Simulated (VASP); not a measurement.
Set up this calculation in VASP 6.6.1, as the native input.

| Property | Result |
| --- | --- |
| Task | single point |
| Functional | LDA |
| Potentials or basis | VASP PAW LDA potentials, release 64 (Ru_pv, Te) |
| Cutoff | 500 eV |
| k mesh | 6 × 6 × 3 |
| Occupations | gaussian, width 0.05 eV |
| Spin | non-collinear spin, twin_end start, moments held on the sites |
| Starting moments | [[0.0, 0.0, 0.4], [-0.0, -0.0, -0.4], [0.0, 0.0, 0.0], [0.0, 0.0, 0.0]] μB |
| Dipole correction | no |
| Constraint on the moments (I_CONSTRAINED_M) | 1 |
| Penalty LAMBDA | 10 |
| Further INCAR settings | ALGO = Normal; EDIFF = 1e-06; NBANDS = 54; ISYM = -1; AMIX = 0.2; BMIX = 0.0001 |

The structure of TeRu lies in POSCAR:

```
TeRu
1.0
    3.4153846100      0.0000000000      0.0000000000
    0.0000000000      3.4153846100      0.0000000000
    0.0000000000      0.0000000000      6.8307692200
Ru Te
2 2
Direct
    0.0000000000      0.0000000000      0.0000000000
    0.0000000000      0.0000000000      0.5000000000
    0.5000000000      0.5000000000      0.2500000000
    0.5000000000      0.5000000000      0.7500000000
```

These files were run (other wordings do the same):

INCAR

```
ALGO = Normal
AMIX = 0.2
AMIX_MAG = 0.8
BMIX = 1E-4
BMIX_MAG = 1E-4
EDIFF = 1E-6
ENCUT = 500
GGA_COMPAT = F
ISIF = 2
ISMEAR = 0
ISYM = -1
I_CONSTRAINED_M = 1
KPAR = 4
LAMBDA = 10
LASPH = T
LCHARG = F
LMAXMIX = 4
LNONCOLLINEAR = T
LORBIT = 11
LREAL = F
LWAVE = F
MAGMOM = 0 0 0.4 0 0 -0.4 0 0 0 0 0 0
M_CONSTR = 0.707 0.707 0 0.707 0.707 0 0 0 0 0 0 0
NBANDS = 54
NELM = 200
PREC = Accurate
RWIGS = 1.46 1.38
SIGMA = 0.05
```

KPOINTS

```
k-points
0
Gamma
  6 6 3
```

Potentials or basis: VASP PAW LDA potentials, release 64 (Ru_pv, Te).

The run is started by

```bash
$ cat potpaw_LDA.64/Ru_pv/POTCAR potpaw_LDA.64/Te/POTCAR > POTCAR
$ mpirun -np 4 vasp_ncl > vasp.out
```

It gave:

```yaml
Band_gap_on_the_k_mesh: zero (bands 40 and 41 overlap by 1.00 eV)
Net_moment: 1.25 μB per cell
Valence_electrons_inside_the_program's_atomic_spheres: Ru 12.44; Te 3.29
```

Caveat: moments held by a penalty; spin-orbit coupling is left out, which moves the levels of the heavy elements.

It took 51 min on 4 MPI ranks on Intel(R) Xeon(R) Platinum 8259CL CPU @ 2.50GHz (Skylake/Cascade Lake), on a shared host, peak memory 0.77 GiB a rank.
